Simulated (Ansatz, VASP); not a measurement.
**Two plane-wave programs on Ca**

INCAR

```
PREC = Accurate
ENCUT = 520
EDIFF = 1E-6
ISMEAR = 0
SIGMA = 0.15
LREAL = False
LASPH = True
NELM = 60
ALGO = Fast
ISIF = 2
LWAVE = False
LCHARG = False
GGA = PE
NBANDS = 11
```

KPOINTS

```
Automatic mesh
0
Gamma
  16 16 16
```

The input POSCAR:

```
Ca
1.0
   -2.2052049036      2.2052049036      2.1412119398
    2.2052049036     -2.2052049036      2.1412119398
    2.2052049036      2.2052049036     -2.1412119398
Ca
1
Direct
    0.5000000000      0.5000000000      0.0000000000
```

Input for Ansatz:

```yaml
crystal:
  lattice:
    - [-2.2052049036, 2.2052049036, 2.1412119398]
    - [2.2052049036, -2.2052049036, 2.1412119398]
    - [2.2052049036, 2.2052049036, -2.1412119398]
  atoms:
    - { symbol: Ca, position: [0.5, 0.5, 0.0] }
basis:
  ecutwfc: 420
kpoints:
  mp_grid: { grid: [16, 16, 16] }
hamiltonian:
  xc: pbe
scf:
  occupations: { method: gaussian, width: 0.15 }
output:
  forces: true
  stress: true
  eigenvalues: true
```

Change from the starting cell: strain +0.000 along x and y, -0.025 along z, atoms carried along.

Alike in both runs: task single point; functional PBE; k mesh 16 × 16 × 16; occupations gaussian, width 0.15 eV; no spin polarisation.

```csv
,VASP,Ansatz
version,VASP 6.6.1,Ansatz 0.2.0
potentials or method,"VASP PAW PBE potentials, release 64 (Ca_sv), cutoff 520 eV","scalar-relativistic, plane waves, PAW"
valence electrons in the cell,10,10
```

|  | VASP | Ansatz | Ansatz less VASP |
| --- | --- | --- | --- |
| gap on the k mesh at the Fermi level (eV) | none | none | - |
| pressure (GPa) | 0.2 | 0.2 | -0.03 |

A gap of «none» marks a metal or a gap that the smearing closes.
